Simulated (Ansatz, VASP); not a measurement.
**HfN in VASP and in Ansatz**

INCAR

```
SYSTEM = HfN
PREC = Accurate
ENCUT = 520
EDIFF = 1E-6
ISMEAR = 0
SIGMA = 0.15
LREAL = .False.
LASPH = .True.
NELM = 80
ALGO = Normal
ISIF = 2
LWAVE = .False.
LCHARG = .False.
GGA = PE
NBANDS = 14
```

The input KPOINTS:

```
regular mesh
0
Gamma
  18 18 18
  0 0 0
```

Contents of POSCAR:

```
HfN
1.0
    0.0000000000      2.3267700000      2.2590000000
    2.3267700000      0.0000000000      2.2590000000
    2.3267700000      2.3267700000      0.0000000000
Hf N
1 1
Direct
    0.0000000000      0.0000000000      0.0000000000
    0.5000000000      0.5000000000      0.5000000000
```

Input for Ansatz:

```yaml
crystal:
  lattice:
    - [0.0, 2.32677, 2.259]
    - [2.32677, 0.0, 2.259]
    - [2.32677, 2.32677, 0.0]
  atoms:
    - { symbol: Hf, position: [0.0, 0.0, 0.0] }
    - { symbol: "N", position: [0.5, 0.5, 0.5] }
basis:
  ecutwfc: 420
kpoints:
  mp_grid: { grid: [18, 18, 18] }
hamiltonian:
  xc: pbe
scf:
  occupations: { method: gaussian, width: 0.15 }
output:
  forces: true
  stress: true
  eigenvalues: true
```

Change from the starting cell: strain +0.030 along x and y, +0.000 along z, atoms carried along.

Alike in both runs: task single point; functional PBE; k mesh 18 × 18 × 18; occupations gaussian, width 0.15 eV; no spin polarisation.

|  | VASP | Ansatz |
| --- | --- | --- |
| version | VASP 6.6.1 | Ansatz 0.2.0 |
| potentials or method | VASP PAW PBE potentials, release 64 (Hf_pv, N), cutoff 520 eV | scalar-relativistic, plane waves, PAW |
| valence electrons in the cell | 15 | 31 |

|  | VASP | Ansatz | Ansatz less VASP |
| --- | --- | --- | --- |
| gap on the k mesh at the Fermi level (eV) | none | none | - |
| pressure (GPa) | -11.2 | -9.0 | +2.20 |
| traceless stress, the component that is largest in VASP (GPa) | 7.48 | 7.62 | +0.137 |

A gap of «none» marks a metal or a gap that the smearing closes. VASP's potentials hold 15 valence electrons a cell and Ansatz's 31, so a difference there can come from the potentials and not from the codes.

Spin-orbit coupling is off throughout.
